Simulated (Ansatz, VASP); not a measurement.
## KI in VASP and in Ansatz

```
CELL_PARAMETERS angstrom
0.00000 3.31986 3.41093
3.31986 0.00000 3.41093
3.31986 3.31986 0.00000
ATOMIC_POSITIONS crystal
K 0.97103 0.97103 0.02897
I 0.50892 0.50892 0.49108
```

Change from the starting cell: mode 6 frozen in at -0.198 Å, equal normal strain along x and y -0.0267.

Alike in both runs: task single point; functional LDA; k mesh 6 × 6 × 6; occupations gaussian, width 0.05 eV; no spin polarisation.

|  | VASP | Ansatz |
| --- | --- | --- |
| version | VASP 6.6.1 | Ansatz 0.2.0 |
| potentials or method | VASP PAW LDA potentials, release 64 (K_sv, I), cutoff 520 eV | scalar-relativistic, plane waves, PAW |
| valence electrons in the cell | 16 | 26 |

Ansatz gave:

* gap on the k mesh at the Fermi level (eV): 4.02
* least direct gap on the mesh (eV): 4.02
* pressure (GPa): 1.4
* traceless stress, the component that is largest in VASP (GPa): 0.29
* rms of the force components (eV/Å): 0.240

What did VASP give for the same quantities?

gap on the k mesh at the Fermi level (eV): 4.03; least direct gap on the mesh (eV): 4.03; pressure (GPa): 1.5; traceless stress, the component that is largest in VASP (GPa): 0.29; rms of the force components (eV/Å): 0.244.

LDA's correlation is that of Perdew and Zunger in VASP and of Perdew and Wang (1992) in Ansatz. Atom by atom the forces differ by 0.004 eV/Å (rms over components). VASP's potentials hold 16 valence electrons a cell and Ansatz's 26, so a difference there can come from the potentials and not from the codes.

Neither program's run includes spin-orbit coupling.
